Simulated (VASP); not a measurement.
A run of VASP 6.6.1 is set up as follows.

INCAR

```
SYSTEM = Zn12H2O
PREC     = Accurate       ! precision mode
ENCUT    = 520            ! plane-wave cutoff, eV
EDIFF    = 1E-6           ! SCF threshold, eV
ISMEAR   = 0              ! smearing method
SIGMA    = 0.05           ! smearing width, eV
LREAL    = Auto         
LASPH    = .TRUE.         ! aspherical terms in the spheres
NELM     = 80             ! most SCF steps
ALGO     = Normal         ! electronic algorithm
ISIF     = 2              ! what is computed and relaxed
LWAVE    = .FALSE.        ! write WAVECAR
LCHARG   = .FALSE.        ! write CHGCAR
GGA      = PE             ! functional
IVDW     = 12             ! dispersion correction
NBANDS   = 89             ! bands
LUSENCCL = .FALSE.
```

The input KPOINTS:

```
regular mesh
0
G
  5 5 1
  0 0 0
```

Contents of POSCAR:

```
Zn12H2O
1.0
    5.3200000000      0.0000000000      0.0000000000
    2.6600000000      4.6072550000      0.0000000000
    0.0000000000      0.0000000000     17.9369600000
Zn O H
12 1 2
Direct
    0.0000000000      0.0000000000      0.0557508073
    0.5000000000      0.0000000000      0.0557508073
   -0.0000000543      0.5000001085      0.0557508073
    0.4999999457      0.5000001085      0.0557508073
   -0.1677629304      0.3338649586      0.1872043535
    0.3334698185      0.3338096111      0.1870008073
   -0.1667530778      0.8335460052      0.1861286416
    0.3340031218      0.8320700721      0.1873690414
   -0.0002612216      0.0002769545      0.3157310380
    0.5000012971      0.0002654509      0.3154916441
    0.0002359541      0.5001626782      0.3155572070
    0.4997958940      0.4975856557      0.3262363299
    0.5014398525      0.5493815732      0.4709958655
    0.6871485219      0.5440048359      0.4713671659
    0.3602734777      0.7559466537      0.4674172212
```

Potentials or basis: VASP PAW PBE potentials, release 64 (Zn, O, H).

Launch:

```sh
$ cat potpaw_PBE.64/Zn/POTCAR potpaw_PBE.64/O/POTCAR potpaw_PBE.64/H/POTCAR > POTCAR
$ mpirun -np 1 vasp_std > vasp.out
```

Q: Estimate the band gap on the k mesh.

A: Zero (bands 76 and 77 overlap by 1.66 eV).

Q: What does it give for the dispersion energy per atom?

A: -0.248 eV.

Forces in eV/Å, atoms in the order of the input:
```
Zn   0.017  0.006  0.005
Zn  -0.016  0.002  0.009
Zn  -0.005 -0.012  0.007
Zn   0.003  0.004 -0.065
Zn  -0.003  0.002 -0.002
Zn   0.003  0.002 -0.003
Zn   0.000 -0.001 -0.001
Zn  -0.001 -0.004 -0.002
Zn   0.001 -0.003  0.017
Zn  -0.001 -0.006  0.016
Zn  -0.003  0.003  0.017
Zn   0.002  0.003  0.007
O   -0.058 -0.037 -0.007
H    0.119 -0.043  0.004
H   -0.060  0.082 -0.003
```

Caveat: there is no dipole correction, which matters where the two faces differ.
